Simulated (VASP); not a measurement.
# CuO (Cccm) in VASP: further runs, part 2 of 2

VASP 6.6.1. Earlier steps stand in the parts before.

### 4 Single point, PBE

This run uses another cell than the first one, of 10.62 Å³/atom, 0.888 times its volume.

The input, INCAR:

```
SYSTEM = CuO
  PREC = Accurate
  ENCUT = 520
  EDIFF = 1E-6
  ISMEAR = -1
  SIGMA = 0.05
  LREAL = .False.
  LASPH = .True.
  NELM = 80
  ALGO = Normal
  ISIF = 2
  LWAVE = .False.
  LCHARG = .False.
  GGA = PE
  NBANDS = 25
```

The input, KPOINTS:

```
regular mesh
0
Gamma
  8 8 5
  0 0 0
```

The input, POSCAR:

```
CuO
1.0
    1.9511486400     -2.1104790000      0.0000000000
    1.9511486400      2.1104790000      0.0000000000
    0.0000000000      0.0000000000      5.1559280000
Cu O
2 2
Direct
    0.5000000000      0.0000000000      0.0000000000
    0.0000000000      0.5000000000      0.5000000000
    0.5000000000      0.5000000000      0.2500000000
    0.5000000000      0.5000000000      0.7500000000
```

Potentials or basis: VASP PAW PBE potentials, release 64 (Cu, O).

Launch:

```
$ cat potpaw_PBE.64/Cu/POTCAR potpaw_PBE.64/O/POTCAR > POTCAR
$ mpirun -np 1 vasp_std > vasp.out
```

OUTCAR:

```text
SYSTEM = CuO
   PREC = Accurate
   ENCUT = 520
   EDIFF = 1E-6
   ISMEAR = -1
   LREAL = .False.
   LASPH = .True.
   NELM = 80
   ISIF = 2
   GGA = PE

 ion  position               nearest neighbor table
   1  0.500  0.000  0.000-   3 1.93   4 1.93   3 1.93   4 1.93
   2  0.000  0.500  0.500-   3 1.93   4 1.93   3 1.93   4 1.93
   3  0.500  0.500  0.250-   1 1.93   2 1.93   1 1.93   2 1.93
   4  0.500  0.500  0.750-   1 1.93   2 1.93   1 1.93   2 1.93

  LATTYP: Found a base centered orthorhombic cell.
 ALAT       =     3.9022972800
 B/A-ratio  =     1.0816597755
 C/A-ratio  =     1.3212545406

  Lattice vectors:

 A1 = (   1.9511486400,  -2.1104790000,   0.0000000000)
 A2 = (   1.9511486400,   2.1104790000,   0.0000000000)
 A3 = (   0.0000000000,   0.0000000000,   5.1559280000)

Analysis of symmetry for initial positions (statically):
=====================================================================
 Subroutine PRICEL returns:
 Original cell was already a primitive cell.

 Routine SETGRP: Setting up the symmetry group for a
 base centered orthorhombic supercell.

 Subroutine GETGRP returns: Found  8 space group operations
 (whereof  4 operations were pure point group operations)
 out of a pool of  8 trial point group operations.

The static configuration has the point symmetry C_2h.
 The point group associated with its full space group is D_2h.

Analysis of symmetry for dynamics (positions and initial velocities):
=====================================================================
 Subroutine PRICEL returns:
 Original cell was already a primitive cell.

 Routine SETGRP: Setting up the symmetry group for a
 base centered orthorhombic supercell.

 Subroutine GETGRP returns: Found  8 space group operations
[... 123 lines left out ...]
   ISMEAR =    -1;   SIGMA  =   0.05  broadening in eV -4-tet -1-fermi 0-gaus
   EFERMI_NEDOS =   21; number of points for ismear=-14 and -15
   IALGO  =     38    algorithm
   IMIX   =      4    mixing-type and parameters
     AMIX     =   0.40;   BMIX     =  1.00
     AMIX_MAG =   1.60;   BMIX_MAG =  1.00
  volume/ion in A,a.u.               =      10.62        71.64
  Fermi-wavevector in a.u.,A,eV,Ry     =   1.520192  2.872746 31.442835  2.310983
  Thomas-Fermi vector in A             =   2.629076
   LORBIT       =      0    0 simple, 1 ext, 2 COOP (PROOUT), +10 PAW based schemes
   GGA     = PE    functional components
   LHFCALC =     F    Hartree Fock is set to
   AEXX    =    0.0000 exact exchange contribution
   IVDW    =     0    specifies the selected vdW correction
   LEPSILON=     F    determine dielectric tensor
   LRPA    =     F    only Hartree local field effects (RPA)
 non-spin polarized calculation
  energy-cutoff  :      520.00
  volume of cell :       42.46
 maximum number of plane-waves:      1171
 NGX is ok and might be reduce to    24
   NGX = 11   NGY = 11   NGZ = 19

 number of electron      33.9999976 magnetization

 Free energy of the ion-electron system (eV)
  ---------------------------------------------------
  ext. energy  EPLUGINS =         0.00000000
  ---------------------------------------------------
  free energy    TOTEN  =       -19.66936884 eV

  energy without entropy =      -19.65088096  energy(sigma->0) =      -19.66012490

 E-fermi :   5.3941     XC(G=0): -11.5676

 val. band max:        5.3818523062   @ k =   0.5000   0.3750   0.4000
 cond. band min:       5.4091765220   @ k =   0.1250   0.1250   0.2000
 fundamental gap:      0.0273242158
 Fermi energy:         5.3940797577

 k-point     1 :       0.0000    0.0000    0.0000
  band No.  band energies     occupation
      1     -14.6905      2.00000
      2     -13.3569      2.00000
      3      -3.0523      2.00000
      4      -0.2715      2.00000
      5      -0.1131      2.00000
      6       1.4904      2.00000
[... 661 lines left out ...]
     24      20.0968      0.00000
     25      21.1956      0.00000

 [... further k-points ...]

------------------------ aborting loop because EDIFF is reached ----------------------------------------

  FORCE on cell =-STRESS in cart. coord.  units (eV):
  Direction    XX          YY          ZZ          XY          YZ          ZX
  --------------------------------------------------------------------------------------
  -------------------------------------------------------------------------------------
  Total        2.2680861      2.1994034      2.1393134      0.0000000      0.0000000      0.0000000
  in kB       85.5779532     82.9864622     80.7191825      0.0000000      0.0000000      0.0000000
  external PRESSURE =      83.0945326 kB  Pullay stress =       0.0000000 kB

 VOLUME and BASIS-vectors are now :
 -----------------------------------------------------------------------------
  energy-cutoff  :      520.00
  volume of cell :       42.46
      direct lattice vectors                 reciprocal lattice vectors
     1.951148640 -2.110479000  0.000000000     0.256259308 -0.236913042  0.000000000
     1.951148640  2.110479000  0.000000000     0.256259308  0.236913042  0.000000000
     0.000000000  0.000000000  5.155928000     0.000000000  0.000000000  0.193951506

 POSITION                                       TOTAL-FORCE (eV/Angst)
 -----------------------------------------------------------------------------------
      0.97557     -1.05524      0.00000         0.000000      0.000000      0.000000
      0.97557      1.05524      2.57796         0.000000      0.000000      0.000000
      1.95115      0.00000      1.28898         0.000000     -0.000000      0.000000
      1.95115      0.00000      3.86695         0.000000     -0.000000     -0.000000
 -----------------------------------------------------------------------------------
    total drift:                                0.000000     -0.000000     -0.000000

  FREE ENERGIE OF THE ION-ELECTRON SYSTEM (eV)
  ---------------------------------------------------
  free  energy   TOTEN  =       -19.6693688434 eV

  energy  without entropy=      -19.6508809643  energy(sigma->0) =      -19.66012490
```

stdout:

```text
POSCAR found type information on POSCAR CuO
 POSCAR found :  2 types and       4 ions
 scaLAPACK will be used
 LDA part: xc-table for (Slater+PW92), standard interpolation
 POSCAR, INCAR and KPOINTS ok, starting setup
 FFT: planning ... GRIDC
 FFT: planning ... GRID_SOFT
 FFT: planning ... GRID
 WAVECAR not read
 entering main loop
```

Wall time 40 s (1 thread of AMD EPYC 9R45 (Zen 5), shared host); peak memory 0.16 GiB.

Results:

- Free energy: -19.6694 eV
- Pressure: 8.3 GPa
- Band gap on the k mesh: zero (band 17 reaches 5.99 eV, above the bottom of band 18 at 5.13 eV)

Levels at points of the mesh, in eV from the Fermi level:
```tsv
k point	band 13	band 14	band 15	band 16	band 17	band 18	band 19	band 20	band 21	band 22
(0.00, 0.00, 0.00)	-2.47	-2.47	-2.40	-2.04	0.59	0.79	1.55	6.25	7.43	13.79
(0.50, 0.00, 0.00)	-2.32	-1.97	-1.62	-1.55	0.24	0.46	3.55	6.13	6.65	11.27
(0.50, 0.50, 0.00)	-2.42	-2.39	-1.62	-1.23	-1.18	1.21	2.18	7.22	9.37	10.79
```

Caveat: semilocal functionals often make such compounds metallic where correlation or magnetic order opens a gap, which also shifts bond lengths. With open d or f shells a metallic result of PBE can be an artefact of self-interaction; +U or a hybrid may open a gap.

### 5 Single point, PBE

This run uses another cell than the first one, of 10.83 Å³/atom, 0.906 times its volume.

The input, INCAR:

```
PREC = Accurate
ENCUT = 520
EDIFF = 1E-7
ISMEAR = -1
SIGMA = 0.05
LREAL = False
LASPH = True
NELM = 60
ALGO = Normal
ISIF = 2
LWAVE = False
LCHARG = False
GGA = PE
NBANDS = 25
```

The input, KPOINTS:

```
Automatic mesh
0
Gamma
  8 8 5
```

POSCAR: that of step 4 with these lines changed.

```diff
@@ -2,4 +2,4 @@
 1.0
-    1.9511486400     -2.1104790000      0.0000000000
-    1.9511486400      2.1104790000      0.0000000000
+    1.9710583200     -2.1320145000      0.0000000000
+    1.9710583200      2.1320145000      0.0000000000
     0.0000000000      0.0000000000      5.1559280000
```

Launch:

```
$ cat potpaw_PBE.64/Cu/POTCAR potpaw_PBE.64/O/POTCAR > POTCAR
$ mpirun -np 1 vasp_std > vasp.out
```

Wall time 45 s (1 thread of AMD EPYC 9R45 (Zen 5), shared host); peak memory 0.16 GiB.

The run converged. Its results:

```yaml
Free_energy: -19.7072 eV
Pressure: 5.0 GPa
Band_gap_on_the_k_mesh: zero (band 17 reaches 5.73 eV, above the bottom of band 18 at 4.88 eV)
```

Stress tensor (GPa, compression positive):
```
5.41 0.00 0.00
0.00 4.79 0.00
0.00 0.00 4.89
```

Levels at points of the mesh, in eV from the Fermi level:
```tsv
k point	band 13	band 14	band 15	band 16	band 17	band 18	band 19	band 20	band 21	band 22
(0.00, 0.00, 0.00)	-2.41	-2.41	-2.34	-1.96	0.59	0.78	1.50	6.20	7.38	13.58
(0.50, 0.00, 0.00)	-2.28	-1.91	-1.59	-1.52	0.24	0.47	3.65	6.04	6.55	11.15
(0.50, 0.50, 0.00)	-2.38	-2.35	-1.60	-1.22	-1.16	1.18	2.21	7.24	9.29	10.59
```

Caveat: semilocal functionals often make such compounds metallic where correlation or magnetic order opens a gap, which also shifts bond lengths. With open d or f shells a metallic result of PBE can be an artefact of self-interaction; +U or a hybrid may open a gap.

### 6 The runs side by side

```csv
cell,k mesh,gap on the mesh (eV),pressure (GPa)
"a = 3.050, b = 3.050, c = 5.156 Å, angles 90.0, 90.0, 94.5°, 4 atoms",7 × 7 × 5,none,-7.2
"a = 2.816, b = 2.816, c = 5.156 Å, angles 90.0, 90.0, 94.5°, 4 atoms",8 × 8 × 5,none,15.7
"a = 2.874, b = 2.874, c = 5.156 Å, angles 90.0, 90.0, 94.5°, 4 atoms",8 × 8 × 5,none,8.3
"a = 2.904, b = 2.904, c = 5.156 Å, angles 90.0, 90.0, 94.5°, 4 atoms",8 × 8 × 5,none,5.0
```

Alike in all rows: task single point; level PBE; potentials or basis VASP PAW PBE potentials, release 64 (Cu, O); no spin polarisation; cutoff (eV) 520; smearing fermi-dirac 0.05 eV.

Caveats: semilocal functionals often make such compounds metallic where correlation or magnetic order opens a gap, which also shifts bond lengths.

Absolute energies hang on the potentials; compare differences alone.
